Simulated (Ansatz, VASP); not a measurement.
# One calculation of Bi, two programs

The input INCAR:

```
SYSTEM = Bi
PREC = Accurate ; ENCUT = 520
EDIFF = 1E-6 ; ISMEAR = -1
SIGMA = 0.03 ; LREAL = .FALSE.
LASPH = .TRUE. ; NELM = 100
ALGO = Normal ; ISIF = 2
LWAVE = .FALSE. ; LCHARG = .FALSE.
GGA = PS ; NBANDS = 22
```

Contents of KPOINTS:

```
Automatic mesh
0
G
  9 9 3
  0 0 0
```

File POSCAR:

```
Bi
1.0
    4.5690607804      0.0000000000      0.0000000000
   -2.2845303902      3.9569227073      0.0000000000
    0.0000000000      0.0000000000     11.9073400314
Bi
2
Direct
    0.3333333333      0.6666666667      0.2500000000
    0.6666666667      0.3333333333      0.7500000000
```

Input for Ansatz:

```yaml
crystal:
  lattice:
    - [4.5690607804, 0.0, 0.0]
    - [-2.2845303902, 3.9569227073, 0.0]
    - [0.0, 0.0, 11.9073400314]
  atoms:
    - { symbol: Bi, position: [0.3333333333, 0.6666666667, 0.25] }
    - { symbol: Bi, position: [0.6666666667, 0.3333333333, 0.75] }
kpoints:
  mp_grid: { grid: [9, 9, 3] }
  band_path:
    path:
      - [0.0, 0.0, 0.0]
      - [0.5, 0.0, 0.0]
      - [0.3333333333, 0.3333333333, 0.0]
      - [0.0, 0.0, 0.0]
      - [0.0, 0.0, 0.5]
      - [0.5, 0.0, 0.5]
      - [0.3333333333, 0.3333333333, 0.5]
      - [0.0, 0.0, 0.5]
      - [0.5, 0.0, 0.5]
    npoints: 5
scf:
  occupations: { method: fermi_dirac, width: 0.03 }
hamiltonian:
  xc: pbesol
  pseudopotentials: { kind: all_electron, lapw: { basis_error: 0.0005 } }
output:
  forces: true
  stress: true
  eigenvalues: true
```

Change from the starting cell: volume scaled by 1.02.

Alike in both runs: task single point; functional PBEsol; k mesh 9 × 9 × 3; occupations fermi-dirac, width 0.03 eV; no spin polarisation.

```csv
,VASP,Ansatz
version,VASP 6.6.1,Ansatz 0.2.0
potentials or method,"VASP PAW PBE potentials, release 64 (Bi_d), cutoff 520 eV","all-electron LAPW, scalar-relativistic"
```

```csv
,VASP,Ansatz,Ansatz less VASP
pressure (GPa),-3.4,-3.4,+0.03
"traceless stress, the component that is largest in VASP (GPa)",3.07,3.07,-0.001
```

VASP's potentials were made for PBE, not for PBEsol. Ansatz ran all-electron here, and VASP with PAW potentials.

Neither program's run includes spin-orbit coupling.
